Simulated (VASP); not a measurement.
# Al (P6_3/mmc) in VASP: a series of runs

The runs below take Al through single point, with LDA.

All numbers are computed with VASP 6.6.1; they aren't measurements. Logs are shortened: lines on timing, memory, paths and dates and some standing lists are left out, and cuts for length are marked.

### 1 The cell of the first run

Symmetry: P6_3/mmc, No. 194, hexagonal system. Conventional cell: a = 2.704 Å, b = 2.704 Å, c = 4.874 Å, α = 90.00°, β = 90.00°, γ = 120.00°. Al (site symmetry -6m2) has 12 Al at 2.70 to 2.89 Å within 3.6 Å.

This isn't the form of Al at room conditions, which is fcc.

### 2 Single point, LDA

Contents of INCAR:

```
ALGO     = Normal         # electronic algorithm
EDIFF    = 1E-7           # SCF threshold, eV
ENCUT    = 520            # plane-wave cutoff, eV
GGA      = CA             # functional
ISIF     = 2              # what is computed and relaxed
ISMEAR   = 0              # smearing method
LASPH    = True           # aspherical terms in the spheres
LCHARG   = False          # write CHGCAR
LREAL    = False          # projectors in reciprocal space
LWAVE    = False          # write WAVECAR
NBANDS   = 10             # bands
NELM     = 100            # most SCF steps
PREC     = Accurate       # precision mode
SIGMA    = 0.15           # smearing width, eV
```

Contents of KPOINTS:

```
k-points
0
Gamma
  18 18 10
```

Contents of POSCAR:

```
Al
1.0
    2.7044000000      0.0000000000      0.0000000000
   -1.3522000000      2.3420791020      0.0000000000
    0.0000000000      0.0000000000      4.8737000000
Al
2
Direct
    0.6666666667      0.3333333333      0.7500000000
    0.3333333333      0.6666666667      0.2500000000
```

Potentials or basis: VASP PAW LDA potentials, release 64 (Al).

Run with:

```console
> cat potpaw_LDA.64/Al/POTCAR > POTCAR
> mpirun -np 1 vasp_std > vasp.out
```

OUTCAR:

```text
EDIFF = 1E-7
   ENCUT = 520
   GGA = CA
   ISIF = 2
   ISMEAR = 0
   LASPH = True
   LREAL = False
   NELM = 100
   PREC = Accurate

 ion  position               nearest neighbor table
   1  0.667  0.333  0.750-   2 2.89   2 2.89   2 2.89   2 2.89   2 2.89   2 2.89
   2  0.333  0.667  0.250-   1 2.89   1 2.89   1 2.89   1 2.89   1 2.89   1 2.89

  LATTYP: Found a hexagonal cell.
 ALAT       =     2.7044000000
 C/A-ratio  =     1.8021372578

  Lattice vectors:

 A1 = (   2.7044000000,   0.0000000000,   0.0000000000)
 A2 = (  -1.3522000000,   2.3420791020,   0.0000000000)
 A3 = (   0.0000000000,   0.0000000000,   4.8737000000)

Analysis of symmetry for initial positions (statically):
=====================================================================
 Subroutine PRICEL returns:
 Original cell was already a primitive cell.

 Routine SETGRP: Setting up the symmetry group for a
 hexagonal supercell.

 Subroutine GETGRP returns: Found 24 space group operations
 (whereof 12 operations were pure point group operations)
 out of a pool of 24 trial point group operations.

The static configuration has the point symmetry D_3d.
 The point group associated with its full space group is D_6h.

Analysis of symmetry for dynamics (positions and initial velocities):
=====================================================================
 Subroutine PRICEL returns:
 Original cell was already a primitive cell.

 Routine SETGRP: Setting up the symmetry group for a
 hexagonal supercell.

 Subroutine GETGRP returns: Found 24 space group operations
 (whereof 12 operations were pure point group operations)
 out of a pool of 24 trial point group operations.

The dynamic configuration has the point symmetry D_3d.
 The point group associated with its full space group is D_6h.

 Subroutine INISYM returns: Found 24 space group operations
 (whereof 12 operations are pure point group operations),
 and found     1 'primitive' translations

----------------------------------------------------------------------------------------

                                     Primitive cell

  volume of cell :      30.8696

  direct lattice vectors                    reciprocal lattice vectors
     2.704400000  0.000000000  0.000000000     0.369767786  0.213485531  0.000000000
    -1.352200000  2.342079102  0.000000000     0.000000000  0.426971061  0.000000000
     0.000000000  0.000000000  4.873700000     0.000000000  0.000000000  0.205182921

  length of vectors
     2.704400000  2.704400000  4.873700000     0.426971061  0.426971061  0.205182921

  position of ions in fractional coordinates (direct lattice)
     0.666666667  0.333333333  0.750000000
     0.333333333  0.666666667  0.250000000

  ion indices of the primitive-cell ions
   primitive index   ion index
                 1           1
                 2           2

----------------------------------------------------------------------------------------

 KPOINTS: k-points

Automatic generation of k-mesh.
 Grid dimensions read from file:
 generate k-points for:   18   18   10

 Generating k-lattice:

  Cartesian coordinates                     Fractional coordinates (reciprocal lattice)
     0.020542655  0.011860307  0.000000000     0.055555556  0.000000000  0.000000000
     0.000000000  0.023720615  0.000000000     0.000000000  0.055555556  0.000000000
     0.000000000  0.000000000  0.020518292     0.000000000  0.000000000  0.100000000

  Length of vectors
     0.023720615  0.023720615  0.020518292

  Shift w.r.t. Gamma in fractional coordinates (k-lattice)
     0.000000000  0.000000000  0.000000000

 Subroutine IBZKPT returns following result:
 ===========================================

 Found    222 irreducible k-points:

 Following reciprocal coordinates:
            Coordinates               Weight
  0.000000  0.000000  0.000000      1.000000
  0.055556  0.000000  0.000000      6.000000
  0.111111  0.000000  0.000000      6.000000
  0.166667  0.000000  0.000000      6.000000
  0.222222  0.000000  0.000000      6.000000
  0.277778  0.000000  0.000000      6.000000
[... 16 lines left out ...]
  0.333333  0.111111  0.000000     12.000000
  0.388889  0.111111  0.000000     12.000000
 [... further k-points ...]
   k-points           NKPTS =    222   k-points in BZ     NKDIM =    222   number of bands    NBANDS=     10
   number of dos      NEDOS =    301   number of ions     NIONS =      2
   total plane-waves  NPLWV =  14400
   dimension x,y,z NGX =    20 NGY =   20 NGZ =   36
   dimension x,y,z NGXF=    40 NGYF=   40 NGZF=   72
   ions per type =               2
   NGX,Y,Z   is equivalent  to a cutoff of  12.29, 12.29, 12.28 a.u.
   NGXF,Y,Z  is equivalent  to a cutoff of  24.59, 24.59, 24.56 a.u.
 SYSTEM =  unknown system
   PREC   = accura    normal or accurate (medium, high low for compatibility)
   ISTART =      0    job   : 0-new  1-cont  2-samecut
   ICHARG =      2    charge: 1-file 2-atom 10-const
   ISPIN  =      1    spin polarized calculation?
   LNONCOLLINEAR =      F non collinear calculations
   LSORBIT =      F    spin-orbit coupling
   LASPH  =      T    aspherical Exc in radial PAW
   ENCUT  =  520.0 eV  38.22 Ry    6.18 a.u.   5.03  5.03  9.06*2*pi/ulx,y,z
   NELM   =    100;   NELMIN=  2; NELMDL= -5     # of ELM steps
   EDIFF  = 0.1E-06   stopping-criterion for ELM
   LREAL  =      F    real-space projection
   EDIFFG = 0.1E-05   stopping-criterion for IOM
   NSW    =      0    number of steps for IOM
   IBRION =     -1    ionic relax: 0-MD 1-quasi-New 2-CG
   NFREE  =      0    steps in history (QN), initial steepest desc. (CG)
   ISIF   =      2    stress and relaxation
   ISYM   =      2    0-nonsym 1-usesym 2-fastsym
   POTIM  = 0.5000    time-step for ionic-motion
   TEBEG  =    0.0;   TEEND  =   0.0 temperature during run
   PSTRESS=    0.0 pullay stress
   NELECT =       6.0000    total number of electrons
   NUPDOWN=      -1.0000    fix difference up-down
   EMIN   =  10.00;   EMAX   =-10.00  energy-range for DOS
   EFERMI =   0.00;   METHOD = LEGACY
   ISMEAR =     0;   SIGMA  =   0.15  broadening in eV -4-tet -1-fermi 0-gaus
   EFERMI_NEDOS =   21; number of points for ismear=-14 and -15
   IALGO  =     38    algorithm
   IMIX   =      4    mixing-type and parameters
     AMIX     =   0.40;   BMIX     =  1.00
     AMIX_MAG =   1.60;   BMIX_MAG =  1.00
  volume/ion in A,a.u.               =      15.43       104.16
  Fermi-wavevector in a.u.,A,eV,Ry     =   0.948305  1.792037 12.235486  0.899283
  Thomas-Fermi vector in A             =   2.076481
   LORBIT       =      0    0 simple, 1 ext, 2 COOP (PROOUT), +10 PAW based schemes
   GGA     = CA    functional components
   LHFCALC =     F    Hartree Fock is set to
   AEXX    =    0.0000 exact exchange contribution
   IVDW    =     0    specifies the selected vdW correction
   LEPSILON=     F    determine dielectric tensor
   LRPA    =     F    only Hartree local field effects (RPA)
 non-spin polarized calculation
 Gauss-broadening in eV      SIGMA  =   0.15
  energy-cutoff  :      520.00
  volume of cell :       30.87
 maximum number of plane-waves:       847
 NGX is ok and might be reduce to    20

 number of electron       6.0000000 magnetization

 Free energy of the ion-electron system (eV)
  ---------------------------------------------------
  ext. energy  EPLUGINS =         0.00000000
  ---------------------------------------------------
  free energy    TOTEN  =        -8.27217751 eV

  energy without entropy =       -8.26388366  energy(sigma->0) =       -8.26803059

 E-fermi :   8.4678     XC(G=0): -10.5879

 val. band max:        8.4534318825   @ k =   0.2778   0.2222   0.4000
 cond. band min:       8.4693742235   @ k =   0.1667   0.1111   0.3000
 fundamental gap:      0.0159423410
 Fermi energy:         8.4678238384

 k-point     1 :       0.0000    0.0000    0.0000
  band No.  band energies     occupation
      1      -3.0759      2.00000
      2       2.8025      2.00000
      3       3.1965      2.00000
      4      19.1593      0.00000
      5      20.2455      0.00000
      6      21.0928      0.00000
      7      21.0928      0.00000
      8      21.1873      0.00000
      9      21.1873      0.00000
     10      24.5234      0.00000

 k-point     2 :       0.0556    0.0000    0.0000
  band No.  band energies     occupation
      1      -2.9929      2.00000
      2       2.8837      2.00000
      3       3.2738      2.00000
      4      18.7922      0.00000
      5      19.6876      0.00000
      6      19.9876      0.00000
      7      20.3063      0.00000
      8      21.4103      0.00000
      9      22.3744      0.00000
     10      24.1104      0.00000

 k-point     3 :       0.1111    0.0000    0.0000
  band No.  band energies     occupation
      1      -2.7441      2.00000
      2       3.1262      2.00000
      3       3.5058      2.00000
      4      16.8545      0.00000
      5      18.9637      0.00000
      6      19.3078      0.00000
      7      20.4765      0.00000
      8      20.4784      0.00000
      9      22.8072      0.00000
     10      22.8945      0.00000

 k-point     4 :       0.1667    0.0000    0.0000
  band No.  band energies     occupation
      1      -2.3306      2.00000
      2       3.5273      2.00000
      3       3.8925      2.00000
      4      14.6459      0.00000
      5      18.0749      0.00000
      6      18.6788      0.00000
      7      19.4247      0.00000
      8      20.3655      0.00000
      9      21.0728      0.00000
     10      21.9368      0.00000
[... 222 lines left out ...]
 k-point    22 :       0.2778    0.1111    0.0000
  band No.  band energies     occupation
      1       0.1208      2.00000
      2       5.7874      2.00000
      3       6.2131      2.00000
      4       8.8600      0.00022
      5      12.5958      0.00000
      6      14.6136      0.00000
      7      14.7104      0.00000
      8      18.2950      0.00000
      9      18.9173      0.00000
     10      20.9528      0.00000

 k-point    23 :       0.3333    0.1111    0.0000
  band No.  band energies     occupation
      1       1.1671      2.00000
      2       6.2490      2.00000
      3       7.2156      2.00000
      4       7.6110      2.00000
      5      11.7703      0.00000
      6      12.8522      0.00000
      7      13.5544      0.00000
      8      17.9961      0.00000
      9      18.5108      0.00000
     10      20.7109      0.00000

 k-point    24 :       0.3889    0.1111    0.0000
  band No.  band energies     occupation
      1       2.3607      2.00000
      2       5.1183      2.00000
      3       8.2009      1.98816
      4       8.3587      1.69654
      5      10.6679      0.00000
      6      11.2496      0.00000
      7      12.9667      0.00000
      8      17.8115      0.00000
      9      18.2686      0.00000
     10      20.5459      0.00000

 [... further k-points ...]

------------------------ aborting loop because EDIFF is reached ----------------------------------------

  FORCE on cell =-STRESS in cart. coord.  units (eV):
  Direction    XX          YY          ZZ          XY          YZ          ZX
  --------------------------------------------------------------------------------------
  -------------------------------------------------------------------------------------
  Total        1.2629758      1.2629758     -0.2463982     -0.0000000     -0.0000000      0.0000000
  in kB       65.5502444     65.5502444    -12.7884159     -0.0000000     -0.0000000      0.0000000
  external PRESSURE =      39.4373576 kB  Pullay stress =       0.0000000 kB

 VOLUME and BASIS-vectors are now :
 -----------------------------------------------------------------------------
  energy-cutoff  :      520.00
  volume of cell :       30.87
      direct lattice vectors                 reciprocal lattice vectors
     2.704400000  0.000000000  0.000000000     0.369767786  0.213485531  0.000000000
    -1.352200000  2.342079102  0.000000000     0.000000000  0.426971061  0.000000000
     0.000000000  0.000000000  4.873700000     0.000000000  0.000000000  0.205182921

 POSITION                                       TOTAL-FORCE (eV/Angst)
 -----------------------------------------------------------------------------------
      1.35220      0.78069      3.65528         0.000000     -0.000000      0.000000
     -0.00000      1.56139      1.21843        -0.000000      0.000000      0.000000
 -----------------------------------------------------------------------------------
    total drift:                                0.000000     -0.000000     -0.000000

  FREE ENERGIE OF THE ION-ELECTRON SYSTEM (eV)
  ---------------------------------------------------
  free  energy   TOTEN  =        -8.2721775123 eV

  energy  without entropy=       -8.2638836647  energy(sigma->0) =       -8.26803059
```

Run time: 49 s. Hardware: 1 thread of Intel Xeon 8259CL, shared host; peak memory 0.16 GiB.

What came out:

- Free energy: -8.2722 eV
- Pressure: 3.9 GPa
- Band gap on the k mesh: zero (bands 3 and 4 overlap by 6.48 eV)

Caveat: the cell stands under pressure.

### 3 Single point, LDA

This run uses another cell than the first one, of the same volume but with other edges.

Contents of INCAR:

```
SYSTEM = Al
PREC     = Accurate       ! precision mode
ENCUT    = 520            ! plane-wave cutoff, eV
EDIFF    = 1E-6           ! SCF threshold, eV
ISMEAR   = 0              ! smearing method
SIGMA    = 0.15           ! smearing width, eV
LREAL    = .FALSE.        ! projectors in reciprocal space
LASPH    = .TRUE.         ! aspherical terms in the spheres
NELM     = 60             ! most SCF steps
ALGO     = Fast           ! electronic algorithm
ISIF     = 2              ! what is computed and relaxed
LWAVE    = .FALSE.        ! write WAVECAR
LCHARG   = .FALSE.        ! write CHGCAR
GGA      = CA             ! functional
NBANDS   = 10             ! bands
```

Contents of KPOINTS:

```
Automatic mesh
0
G
  18 18 10
  0 0 0
```

Contents of POSCAR:

```
Al
1.0
    2.6553000000      0.0000000000      0.0000000000
   -1.3276500000      2.2995572547      0.0000000000
    0.0000000000      0.0000000000      5.0611000000
Al
2
Direct
    0.6666666667      0.3333333333      0.7500000000
    0.3333333333      0.6666666667      0.2500000000
```

Potentials or basis: VASP PAW LDA potentials, release 64 (Al).

Run with:

```console
> cat potpaw_LDA.64/Al/POTCAR > POTCAR
> mpirun -np 1 vasp_std > vasp.out
```

OUTCAR:

```text
SYSTEM = Al
   PREC = Accurate
   ENCUT = 520
   EDIFF = 1E-6
   ISMEAR = 0
   LREAL = .FALSE.
   LASPH = .TRUE.
   NELM = 60
   ISIF = 2
   GGA = CA

 ion  position               nearest neighbor table
   1  0.667  0.333  0.750-   2 2.96   2 2.96   2 2.96   2 2.96   2 2.96   2 2.96
   2  0.333  0.667  0.250-   1 2.96   1 2.96   1 2.96   1 2.96   1 2.96   1 2.96

  LATTYP: Found a hexagonal cell.
 ALAT       =     2.6553000000
 C/A-ratio  =     1.9060369826

  Lattice vectors:

 A1 = (   2.6553000000,   0.0000000000,   0.0000000000)
 A2 = (  -1.3276500000,   2.2995572547,   0.0000000000)
 A3 = (   0.0000000000,   0.0000000000,   5.0611000000)

Analysis of symmetry for initial positions (statically):
=====================================================================
 Subroutine PRICEL returns:
 Original cell was already a primitive cell.

 Routine SETGRP: Setting up the symmetry group for a
 hexagonal supercell.

 Subroutine GETGRP returns: Found 24 space group operations
 (whereof 12 operations were pure point group operations)
 out of a pool of 24 trial point group operations.

The static configuration has the point symmetry D_3d.
 The point group associated with its full space group is D_6h.

[... 167 lines left out ...]
 fundamental gap:      0.0209102971
 Fermi energy:         8.4178111795

 k-point     1 :       0.0000    0.0000    0.0000
  band No.  band energies     occupation
      1      -3.0934      2.00000
      2       2.1354      2.00000
      3       2.9697      2.00000
      4      17.9669      0.00000
      5      18.4747      0.00000
      6      21.7916      0.00000
      7      21.7916      0.00000
      8      22.0984      0.00000
      9      22.0984      0.00000
     10      25.3452      0.00000
[... 287 lines left out ...]
 k-point    24 :       0.3889    0.1111    0.0000
  band No.  band energies     occupation
      1       2.5314      2.00000
      2       5.3347      2.00000
      3       7.7900      2.00000
      4       8.3600      1.41405
      5      10.4137      0.00000
      6      11.3492      0.00000
      7      13.3928      0.00000
      8      17.6399      0.00000
      9      18.6460      0.00000
     10      21.1914      0.00000

 [... further k-points ...]
[... 5 lines left out ...]
  --------------------------------------------------------------------------------------
  -------------------------------------------------------------------------------------
  Total        1.9654745      1.9654745     -0.6661495      0.0000000      0.0000000      0.0000000
  in kB      101.9002526    101.9002526    -34.5365984      0.0000000      0.0000000      0.0000000
  external PRESSURE =      56.4213022 kB  Pullay stress =       0.0000000 kB

 VOLUME and BASIS-vectors are now :
 -----------------------------------------------------------------------------
  energy-cutoff  :      520.00
  volume of cell :       30.90
      direct lattice vectors                 reciprocal lattice vectors
     2.655300000  0.000000000  0.000000000     0.376605280  0.217433160  0.000000000
    -1.327650000  2.299557255  0.000000000     0.000000000  0.434866320  0.000000000
     0.000000000  0.000000000  5.061100000     0.000000000  0.000000000  0.197585505

 POSITION                                       TOTAL-FORCE (eV/Angst)
 -----------------------------------------------------------------------------------
      1.32765      0.76652      3.79582        -0.000000      0.000000      0.000000
     -0.00000      1.53304      1.26527         0.000000     -0.000000      0.000000
 -----------------------------------------------------------------------------------
    total drift:                                0.000000     -0.000000      0.000000

  FREE ENERGIE OF THE ION-ELECTRON SYSTEM (eV)
  ---------------------------------------------------
  free  energy   TOTEN  =        -8.1961973996 eV

  energy  without entropy=       -8.1870660480  energy(sigma->0) =       -8.19163172
```

OSZICAR:

```text
N       E                     dE             d eps       ncg     rms          rms(c)
DAV:   1    -0.441524997110E+00   -0.44152E+00   -0.23937E+03  4440   0.480E+02
DAV:   2    -0.808918471701E+01   -0.76477E+01   -0.73613E+01  5874   0.560E+01
DAV:   3    -0.826730677112E+01   -0.17812E+00   -0.17540E+00  5956   0.672E+00
DAV:   4    -0.826794518857E+01   -0.63842E-03   -0.63833E-03  5364   0.445E-01
DAV:   5    -0.826794821625E+01   -0.30277E-05   -0.30283E-05  5420   0.318E-02    0.221E+00
RMM:   6    -0.822339463982E+01    0.44554E-01   -0.39834E-03  4496   0.305E-01    0.126E+00
RMM:   7    -0.819636352608E+01    0.27031E-01   -0.96460E-03  4638   0.475E-01    0.158E-01
RMM:   8    -0.819618946617E+01    0.17406E-03   -0.74957E-04  4912   0.172E-01    0.449E-02
RMM:   9    -0.819619838001E+01   -0.89138E-05   -0.10166E-04  5190   0.740E-02    0.405E-02
RMM:  10    -0.819620183755E+01   -0.34575E-05   -0.18667E-05  5210   0.270E-02    0.692E-02
RMM:  11    -0.819619730318E+01    0.45344E-05   -0.84216E-06  5073   0.175E-02    0.149E-02
RMM:  12    -0.819619739958E+01   -0.96405E-07   -0.95898E-07  4216   0.687E-03
   1 F= -.81961974E+01 E0= -.81916317E+01  d E =-.913135E-02
```

stdout:

```text
POSCAR found type information on POSCAR Al
 POSCAR found :  1 types and       2 ions
 scaLAPACK will be used
 LDA part: xc-table for (Slater(with rela. corr.)+CA(PZ))
 , standard interpolation
 POSCAR, INCAR and KPOINTS ok, starting setup
 FFT: planning ... GRIDC
 FFT: planning ... GRID_SOFT
 FFT: planning ... GRID
 WAVECAR not read
 entering main loop
```

Run time: 54 s. Hardware: 1 thread of Intel Xeon 8259CL, shared host; peak memory 0.17 GiB.

Results:

```
Free energy            : -8.1962 eV
Pressure               : 5.6 GPa
Band gap on the k mesh : zero (bands 3 and 4 overlap by 5.66 eV)
```

Stress tensor (GPa, compression positive):
```
10.19  0.00  0.00
 0.00 10.19  0.00
 0.00  0.00 -3.45
```

Caveat: the cell stands under pressure.

(Part 1 of 2 ends here.)
